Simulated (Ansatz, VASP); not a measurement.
## Sn3Br: VASP beside Ansatz

```xyz
4
Lattice="5.6704 0.0000 0.0000 0.0000 5.6704 0.0000 0.0000 0.0000 3.5092" Properties=species:S:1:pos:R:3 pbc="T T T"
Sn    0.0000    2.8352    1.7546
Sn    2.8352    0.0000    1.7546
Sn    2.8352    2.8352    0.0000
Br    0.0000    0.0000    0.0000
```

Alike in both runs: functional PBE; k mesh 8 × 8 × 14; occupations gaussian, width 0.1 eV; no spin polarisation.

Ansatz relaxed the structure, and its values are those at the end. VASP's run is a single point on that final structure, the one shown.

|  | VASP | Ansatz |
| --- | --- | --- |
| version | VASP 6.6.1 | Ansatz 0.2.0 |
| potentials or method | VASP PAW PBE potentials, release 64 (Sn_d, Br), cutoff 520 eV | scalar-relativistic, plane waves, PAW |
| valence electrons in the cell | 49 | 49 |

```csv
,VASP,Ansatz,Ansatz less VASP
gap on the k mesh at the Fermi level (eV),none,none,-
pressure (GPa),0.0,0.0,+0.04
```

A gap of «none» marks a metal or a gap that the smearing closes.
